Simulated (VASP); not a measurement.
Pt, 1 atom in the cell. It takes space group Pm-3m (No. 221, cubic). The conventional cell has a = 2.693 Å, b = 2.693 Å, c = 2.693 Å, α = 90.00°, β = 90.00°, γ = 90.00°. Within 3.6 Å of Pt (site symmetry m-3m) lie 6 Pt at 2.69 Å. This isn't the form of Pt at room conditions, which is fcc.

- Program: VASP 6.6.1
- Task: single point
- Functional: PBE
- Potentials or basis: VASP PAW PBE potentials, release 64 (Pt)
- Cutoff: 520 eV
- k mesh: 20 × 20 × 20
- Occupations: fermi-dirac, width 0.05 eV
- Spin: collinear spin
- Starting moments: [1.0] μB
- Dipole correction: no
- Further INCAR settings: ALGO = Normal; EDIFF = 1e-06; NBANDS = 15

Potentials or basis: VASP PAW PBE potentials, release 64 (Pt).

Command:

```sh
$ cat potpaw_PBE.64/Pt/POTCAR > POTCAR
$ mpirun -np 1 vasp_std > vasp.out
```

Hardware: 1 thread of Intel(R) Xeon(R) Platinum 8488C (Sapphire Rapids), on a shared host.

Task: Estimate the wall time of this run.

Result: It took 66 s on 1 thread of Intel(R) Xeon(R) Platinum 8488C (Sapphire Rapids) (shared host), peak memory 0.23 GiB. Counts: scf iterations 13, k points 286.
